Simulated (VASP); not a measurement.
Write the native input for VASP 6.6.1 that does the following.

| Quantity | Value |
| --- | --- |
| Task | single point |
| Functional | PBE |
| Potentials or basis | VASP PAW PBE potentials, release 64 (Re) |
| Cutoff | 520 eV |
| k mesh | 8 × 8 × 8 |
| Occupations | gaussian, width 0.05 eV |
| Spin | no spin polarisation |
| Dipole correction | no |
| Further INCAR settings | ALGO = Normal; EDIFF = 1e-06; NBANDS = 10 |

The structure of Re lies in POSCAR:

```
Re
1.0
   -1.5564558650      1.5564558650      1.5564558650
    1.5564558650     -1.5564558650      1.5564558650
    1.5564558650      1.5564558650     -1.5564558650
Re
1
Direct
    0.0000000000      0.0000000000      0.0000000000
```

The input as run:

INCAR

```
ALGO = Normal ; EDIFF = 1E-6
ENCUT = 520 ; GGA = PE
ISIF = 2 ; ISMEAR = 0
LASPH = T ; LCHARG = T
LELF = T ; LREAL = F
LVHAR = T ; LWAVE = F
NBANDS = 10 ; NELM = 60
PREC = Accurate ; SIGMA = 0.05
```

KPOINTS

```
k-points
0
Gamma
  8 8 8
```

Potentials or basis: VASP PAW PBE potentials, release 64 (Re).

Launch:

```bash
$ cat potpaw_PBE.64/Re/POTCAR > POTCAR
$ mpirun -np 1 vasp_std > vasp.out
```

Results of the run:

```yaml
Pressure: -0.5 GPa
```

It took 3.6 s on 1 thread of Intel(R) Xeon(R) 6975P-C (Granite Rapids), with other jobs on the host, peak memory 0.12 GiB.
